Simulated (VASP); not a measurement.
# Zn2CdSe3 (P6/mmm) in VASP: a series of runs

Zn2CdSe3 is run at these levels: PBE; tasks: relaxation of cell and atoms, single point.

Program: VASP 6.6.1. These are calculated values, not measurements. Logs are shortened: lines on timing, memory, paths and dates and some standing lists are left out, and cuts for length are marked.

## 1. The cell of the first run

It takes space group P6/mmm (No. 191, hexagonal). Conventional cell: a = 4.394 Å, b = 4.394 Å, c = 8.856 Å, α = 90.00°, β = 90.00°, γ = 120.00°. Within 3.3 Å of Zn (site symmetry -6m2) lie 3 Zn at 2.54 Å and 3 Cd at 2.54 Å. Cd (site symmetry 6/mmm) has 2 Se at 2.38 Å and 6 Zn at 2.54 Å within 3.1 Å. Within 2.7 Å of Se (site symmetry 6mm) lie 1 Se at 2.05 Å and 1 Cd at 2.38 Å. Se (site symmetry 6/mmm) has 2 Se at 2.05 Å within 2.7 Å.

The cell was generated, and may not be a known phase.

## 2. Relaxation of cell and atoms, PBE

INCAR reads:

```
SYSTEM = Zn2CdSe3
PREC = Accurate
ENCUT = 600
EDIFF = 1E-6
ISMEAR = 0
SIGMA = 0.1
LREAL = .False.
LASPH = .True.
NELM = 100
ALGO = Normal
ISIF = 3
LWAVE = .False.
LCHARG = .False.
GGA = PE
IBRION = 2
NSW = 90
EDIFFG = -0.04
```

KPOINTS reads:

```
regular mesh
0
Gamma
  6 6 2
  0 0 0
```

POSCAR reads:

```
Zn2CdSe3
1.0
    4.3935463200      0.0000000000      0.0000000000
   -2.1967731600      3.8049227200      0.0000000000
    0.0000000000      0.0000000000      8.8564133300
Zn Cd Se
2 1 3
Direct
    0.3333333300      0.6666666700      0.5000000000
    0.6666666700      0.3333333300      0.5000000000
    0.0000000000      0.0000000000      0.5000000000
    0.0000000000      0.0000000000      0.7686601000
    0.0000000000      0.0000000000      0.2313399000
    0.0000000000      0.0000000000      0.0000000000
```

Potentials or basis: VASP PAW PBE potentials, release 64 (Zn, Cd, Se).

On the command line:

```console
cat potpaw_PBE.64/Zn/POTCAR potpaw_PBE.64/Cd/POTCAR potpaw_PBE.64/Se/POTCAR > POTCAR
mpirun -np 1 vasp_std > vasp.out
```

OUTCAR:

```text
SYSTEM = Zn2CdSe3
   PREC = Accurate
   ENCUT = 600
   EDIFF = 1E-6
   ISMEAR = 0
   LREAL = .False.
   LASPH = .True.
   NELM = 100
   ISIF = 3
   GGA = PE
   IBRION = 2
   NSW = 90
   EDIFFG = -0.04

 ion  position               nearest neighbor table
   1  0.333  0.667  0.500-   2 2.54   3 2.54   2 2.54   3 2.54   3 2.54   2 2.54
   2  0.667  0.333  0.500-   1 2.54   3 2.54   1 2.54   3 2.54   3 2.54   1 2.54
   3  0.000  0.000  0.500-   4 2.38   5 2.38   1 2.54   2 2.54   1 2.54   2 2.54   2 2.54   1 2.54

   4  0.000  0.000  0.769-   6 2.05   3 2.38
   5  0.000  0.000  0.231-   6 2.05   3 2.38
   6  0.000  0.000  0.000-   4 2.05   5 2.05

  LATTYP: Found a hexagonal cell.
 ALAT       =     4.3935463200
 C/A-ratio  =     2.0157778444

  Lattice vectors:

 A1 = (   4.3935463200,   0.0000000000,   0.0000000000)
 A2 = (  -2.1967731600,   3.8049227200,   0.0000000000)
 A3 = (   0.0000000000,   0.0000000000,   8.8564133300)

Analysis of symmetry for initial positions (statically):
=====================================================================
 Subroutine PRICEL returns:
 Original cell was already a primitive cell.

 Routine SETGRP: Setting up the symmetry group for a
 hexagonal supercell.

 Subroutine GETGRP returns: Found 24 space group operations
 (whereof 24 operations were pure point group operations)
 out of a pool of 24 trial point group operations.

The static configuration has the point symmetry D_6h.

Analysis of symmetry for dynamics (positions and initial velocities):
=====================================================================
 Subroutine PRICEL returns:
 Original cell was already a primitive cell.

 Routine SETGRP: Setting up the symmetry group for a
 hexagonal supercell.

 Subroutine GETGRP returns: Found 24 space group operations
 (whereof 24 operations were pure point group operations)
 out of a pool of 24 trial point group operations.

The dynamic configuration has the point symmetry D_6h.

 Subroutine INISYM returns: Found 24 space group operations
 (whereof 24 operations are pure point group operations),
 and found     1 'primitive' translations

----------------------------------------------------------------------------------------

                                     Primitive cell

  volume of cell :     148.0536

  direct lattice vectors                    reciprocal lattice vectors
     4.393546320  0.000000000  0.000000000     0.227606568  0.131408714  0.000000000
    -2.196773160  3.804922720  0.000000000     0.000000000  0.262817427  0.000000000
     0.000000000  0.000000000  8.856413330     0.000000000  0.000000000  0.112912526

  length of vectors
     4.393546320  4.393546315  8.856413330     0.262817427  0.262817427  0.112912526

  position of ions in fractional coordinates (direct lattice)
     0.333333330  0.666666670  0.500000000
     0.666666670  0.333333330  0.500000000
     0.000000000  0.000000000  0.500000000
     0.000000000  0.000000000  0.768660100
     0.000000000  0.000000000  0.231339900
     0.000000000  0.000000000  0.000000000

  ion indices of the primitive-cell ions
   primitive index   ion index
                 1           1
                 2           2
                 3           3
                 4           4
                 5           5
                 6           6

----------------------------------------------------------------------------------------

 KPOINTS: regular mesh

Automatic generation of k-mesh.
 Grid dimensions read from file:
 generate k-points for:    6    6    2

 Generating k-lattice:

  Cartesian coordinates                     Fractional coordinates (reciprocal lattice)
     0.037934428  0.021901452  0.000000000     0.166666667  0.000000000  0.000000000
     0.000000000  0.043802905  0.000000000     0.000000000  0.166666667  0.000000000
     0.000000000  0.000000000  0.056456263     0.000000000  0.000000000  0.500000000

  Length of vectors
     0.043802904  0.043802905  0.056456263

  Shift w.r.t. Gamma in fractional coordinates (k-lattice)
     0.000000000  0.000000000  0.000000000

 Subroutine IBZKPT returns following result:
 ===========================================

 Found     14 irreducible k-points:

 Following reciprocal coordinates:
            Coordinates               Weight
  0.000000  0.000000  0.000000      1.000000
  0.166667 -0.000000  0.000000      6.000000
  0.333333  0.000000  0.000000      6.000000
  0.500000  0.000000  0.000000      3.000000
  0.166667  0.166667  0.000000      6.000000
  0.333333  0.166667  0.000000     12.000000
  0.333333  0.333333  0.000000      2.000000
  0.000000  0.000000  0.500000      1.000000
  0.166667 -0.000000  0.500000      6.000000
  0.333333  0.000000  0.500000      6.000000
  0.500000  0.000000  0.500000      3.000000
  0.166667  0.166667  0.500000      6.000000
  0.333333  0.166667  0.500000     12.000000
  0.333333  0.333333  0.500000      2.000000
   k-points           NKPTS =     14   k-points in BZ     NKDIM =     14   number of bands    NBANDS=     32
   number of dos      NEDOS =    301   number of ions     NIONS =      6
   total plane-waves  NPLWV =  93312
   dimension x,y,z NGX =    36 NGY =   36 NGZ =   72
   dimension x,y,z NGXF=    72 NGYF=   72 NGZF=  144
   ions per type =               2   1   3
   NGX,Y,Z   is equivalent  to a cutoff of  13.62, 13.62, 13.52 a.u.
   NGXF,Y,Z  is equivalent  to a cutoff of  27.24, 27.24, 27.03 a.u.
 SYSTEM =  Zn2CdSe3
   PREC   = accura    normal or accurate (medium, high low for compatibility)
   ISTART =      0    job   : 0-new  1-cont  2-samecut
   ICHARG =      2    charge: 1-file 2-atom 10-const
   ISPIN  =      1    spin polarized calculation?
   LNONCOLLINEAR =      F non collinear calculations
   LSORBIT =      F    spin-orbit coupling
   LASPH  =      T    aspherical Exc in radial PAW
   ENCUT  =  600.0 eV  44.10 Ry    6.64 a.u.   8.78  8.78 17.69*2*pi/ulx,y,z
   NELM   =    100;   NELMIN=  2; NELMDL= -5     # of ELM steps
   EDIFF  = 0.1E-05   stopping-criterion for ELM
   LREAL  =      F    real-space projection
   EDIFFG = -.4E-01   stopping-criterion for IOM
   NSW    =     90    number of steps for IOM
   IBRION =      2    ionic relax: 0-MD 1-quasi-New 2-CG
   NFREE  =      1    steps in history (QN), initial steepest desc. (CG)
   ISIF   =      3    stress and relaxation
   ISYM   =      2    0-nonsym 1-usesym 2-fastsym
   POTIM  = 0.5000    time-step for ionic-motion
   TEBEG  =    0.0;   TEEND  =   0.0 temperature during run
   PSTRESS=    0.0 pullay stress
   NELECT =      54.0000    total number of electrons
   NUPDOWN=      -1.0000    fix difference up-down
   EMIN   =  10.00;   EMAX   =-10.00  energy-range for DOS
   EFERMI =   0.00;   METHOD = LEGACY
   ISMEAR =     0;   SIGMA  =   0.10  broadening in eV -4-tet -1-fermi 0-gaus
   EFERMI_NEDOS =   21; number of points for ismear=-14 and -15
   IALGO  =     38    algorithm
   IMIX   =      4    mixing-type and parameters
     AMIX     =   0.40;   BMIX     =  1.00
     AMIX_MAG =   1.60;   BMIX_MAG =  1.00
  volume/ion in A,a.u.               =      24.68       166.52
  Fermi-wavevector in a.u.,A,eV,Ry     =   1.169678  2.210372 18.614775  1.368147
  Thomas-Fermi vector in A             =   2.306148
   LORBIT       =      0    0 simple, 1 ext, 2 COOP (PROOUT), +10 PAW based schemes
   GGA     = PE    functional components
   LHFCALC =     F    Hartree Fock is set to
   AEXX    =    0.0000 exact exchange contribution
   IVDW    =     0    specifies the selected vdW correction
   LEPSILON=     F    determine dielectric tensor
   LRPA    =     F    only Hartree local field effects (RPA)
 conjugate gradient relaxation of ions
 non-spin polarized calculation
 Gauss-broadening in eV      SIGMA  =   0.10
  energy-cutoff  :      600.00
  volume of cell :      148.05
 maximum number of plane-waves:      4980
 NGX is ok and might be reduce to    36
   NGX = 17   NGY = 17   NGZ = 35

--------------------------------------- Ionic step        1  -------------------------------------------

 number of electron      53.9999997 magnetization

 Free energy of the ion-electron system (eV)
  ---------------------------------------------------
  ext. energy  EPLUGINS =         0.00000000
  ---------------------------------------------------
  free energy    TOTEN  =        -7.93739247 eV

  energy without entropy =       -7.91869399  energy(sigma->0) =       -7.92804323

------------------------ aborting loop because EDIFF is reached ----------------------------------------

  FORCE on cell =-STRESS in cart. coord.  units (eV):
  Direction    XX          YY          ZZ          XY          YZ          ZX
  --------------------------------------------------------------------------------------
  -------------------------------------------------------------------------------------
  Total        7.2378542      7.2378542     48.9731491      0.0000000     -0.0000000      0.0000000
  in kB       78.3251956     78.3251954    529.9680482      0.0000000     -0.0000000      0.0000000
  external PRESSURE =     228.8728131 kB  Pullay stress =       0.0000000 kB
[... 101 lines left out ...]
  FREE ENERGIE OF THE ION-ELECTRON SYSTEM (eV)
  ---------------------------------------------------
  free  energy   TOTEN  =       -10.9673614632 eV

  energy  without entropy=      -10.9350137223  energy(sigma->0) =      -10.95118759

[... ionic steps 4 to 7 ...]

--------------------------------------- Ionic step        8  -------------------------------------------

 number of electron      53.9999989 magnetization

 E-fermi :  -0.0164     XC(G=0):  -7.7584

 val. band max:       -0.0187779900   @ k =   0.3333   0.1667   0.0000
 cond. band min:       0.0068848800   @ k =   0.1667  -0.0000   0.0000
 fundamental gap:      0.0256628700
 Fermi energy:        -0.0163590329

 k-point     1 :       0.0000    0.0000    0.0000
  band No.  band energies     occupation
      1     -14.1012      2.00000
      2     -12.6115      2.00000
      3     -11.1119      2.00000
      4      -9.3324      2.00000
      5      -9.0804      2.00000
      6      -9.0804      2.00000
[... 556 lines left out ...]
  energy  without entropy=      -11.2791678015  energy(sigma->0) =      -11.29925414

--------------------------------------- Ionic step       10  -------------------------------------------

 number of electron      53.9999969 magnetization

 Free energy of the ion-electron system (eV)
  ---------------------------------------------------
  ext. energy  EPLUGINS =         0.00000000
  ---------------------------------------------------
  free energy    TOTEN  =       -11.32279266 eV

  energy without entropy =      -11.28270764  energy(sigma->0) =      -11.30275015

 E-fermi :   0.0583     XC(G=0):  -7.7839

 val. band max:       -0.0053472009   @ k =   0.5000   0.0000   0.0000
 cond. band min:       0.0623902978   @ k =   0.3333   0.1667   0.0000
 fundamental gap:      0.0677374987
 Fermi energy:         0.0582507601

 k-point     1 :       0.0000    0.0000    0.0000
  band No.  band energies     occupation
      1     -14.1709      2.00000
      2     -12.6295      2.00000
      3     -11.0597      2.00000
      4      -9.2662      2.00000
      5      -9.0133      2.00000
      6      -9.0133      2.00000
[... 512 lines left out ...]
  FREE ENERGIE OF THE ION-ELECTRON SYSTEM (eV)
  ---------------------------------------------------
  free  energy   TOTEN  =       -11.3227926644 eV

  energy  without entropy=      -11.2827076399  energy(sigma->0) =      -11.30275015

 reached required accuracy - stopping structural energy minimisation
```

Run time: 15 min. Hardware: 1 thread of Intel Xeon 8259CL, shared host; peak memory 0.36 GiB.

Results:

```
Free energy                           : -11.3228 eV
Relaxed volume                        : 32.95 Å³/atom
Relaxed cell                          : a = 4.745 Å, b = 4.745 Å, c = 10.140 Å, α = 90.00°, β = 90.00°, γ = 120.00°
Space group after relaxing (to 0.1 Å) : P6/mmm (No. 191)
Energy gained by relaxing             : 564.2 meV/atom
Ionic steps                           : 10
Pressure after relaxing               : -0.1 GPa
Largest force after relaxing          : 0.025 eV/Å
Band gap on the k mesh                : zero (bands 27 and 28 overlap by 0.86 eV)
```

Forces on the atoms (eV/Å):
```
Zn   0.000  0.000  0.000
Zn   0.000  0.000  0.000
Cd   0.000  0.000  0.000
Se   0.000  0.000  0.025
Se   0.000  0.000 -0.025
Se   0.000  0.000  0.000
```

Stress tensor (GPa, compression positive):
```
-0.11  0.00  0.00
 0.00 -0.11  0.00
 0.00  0.00  0.00
```

Step by step:
```tsv
step	energy change (eV)	largest force (eV/Å)	pressure (GPa)	volume (Å³)
1	0.0000	4.1193	22.89	148.05
2	-0.6612	0.6967	-3.87	231.07
3	-3.0300	1.2507	1.41	180.52
4	-3.0533	1.1975	1.99	178.49
5	-3.0624	1.1255	2.72	176.17
6	-3.3265	0.5660	0.59	188.97
7	-3.3779	0.1502	-0.58	200.24
8	-3.3785	0.1852	-0.48	199.21
9	-3.3819	0.0980	0.29	196.69
10	-3.3854	0.0247	-0.07	197.72
```

Final structure:
```
Zn Cd Se
1.0
     4.74509    0.00000    0.00000
    -2.37254    4.10937    0.00000
     0.00000    0.00000   10.13973
Zn Cd Se
2 1 3
Direct
  0.33333 0.66667 0.50000
  0.66667 0.33333 0.50000
  0.00000 0.00000 0.50000
  0.00000 0.00000 0.76500
  0.00000 0.00000 0.23500
  0.00000 0.00000 0.00000
```

Caveat: the volume moved by over 15 % at a fixed basis, so the end points are rough.

## 3. Single point, PBE

This run uses another cell than the first one, of 32.55 Å³/atom.

INCAR reads:

```
ALGO = Normal
EDIFF = 1E-6
ENCUT = 520
GGA = PE
ISIF = 2
ISMEAR = 0
LASPH = T
LCHARG = F
LREAL = F
LWAVE = F
NBANDS = 36
NELM = 100
PREC = Accurate
SIGMA = 0.1
```

KPOINTS reads:

```
k-points
0
Gamma
  12 12 4
```

POSCAR reads:

```
Zn2CdSe3
1.0
    4.6880154712      0.0000000000      0.0000000000
   -2.3440077356      4.0599404914      0.0000000000
    0.0000000000      0.0000000000     10.2623328294
Zn Cd Se
2 1 3
Direct
    0.3333333333      0.6666666667      0.5000000000
    0.6666666667      0.3333333333      0.5000000000
    0.0000000000      0.0000000000      0.5000000000
    0.0000000000      0.0000000000      0.7681741782
    0.0000000000      0.0000000000      0.2318258218
    0.0000000000      0.0000000000      0.0000000000
```

Potentials or basis: VASP PAW PBE potentials, release 64 (Zn, Cd, Se).

On the command line:

```console
cat potpaw_PBE.64/Zn/POTCAR potpaw_PBE.64/Cd/POTCAR potpaw_PBE.64/Se/POTCAR > POTCAR
mpirun -np 1 vasp_std > vasp.out
```

It took 8.6 min on 1 thread of Intel Xeon 8259CL, shared host; peak memory 0.57 GiB.

It converged, with:

```yaml
Free_energy: -11.2532 eV
Pressure: 0.1 GPa
Largest_force: 0.007 eV/Å
Band_gap_on_the_k_mesh: zero (bands 27 and 28 overlap by 0.95 eV)
```

Forces on the atoms (eV/Å):
```
Zn   0.000  0.000  0.000
Zn   0.000  0.000  0.000
Cd   0.000  0.000  0.000
Se   0.000  0.000  0.007
Se   0.000  0.000 -0.007
Se   0.000  0.000  0.000
```

Levels at points of the mesh, in eV from the Fermi level:
| k point | band 25 | band 26 | band 27 | band 28 | band 29 | band 30 |
| --- | --- | --- | --- | --- | --- | --- |
| (0.00, 0.00, 0.00) | -0.19 | 0.25 | 0.25 | 0.60 | 2.55 | 2.73 |
| (0.50, 0.00, 0.00) | -1.07 | -0.88 | -0.15 | -0.02 | 0.85 | 2.30 |
| (0.00, 0.00, 0.50) | -1.03 | 0.49 | 0.49 | 1.94 | 2.55 | 2.73 |
| (0.50, 0.00, 0.50) | -1.44 | -1.40 | -0.55 | 0.08 | 0.30 | 1.24 |

The gap in the log of VASP goes by the Fermi energy; the results here count the filled bands.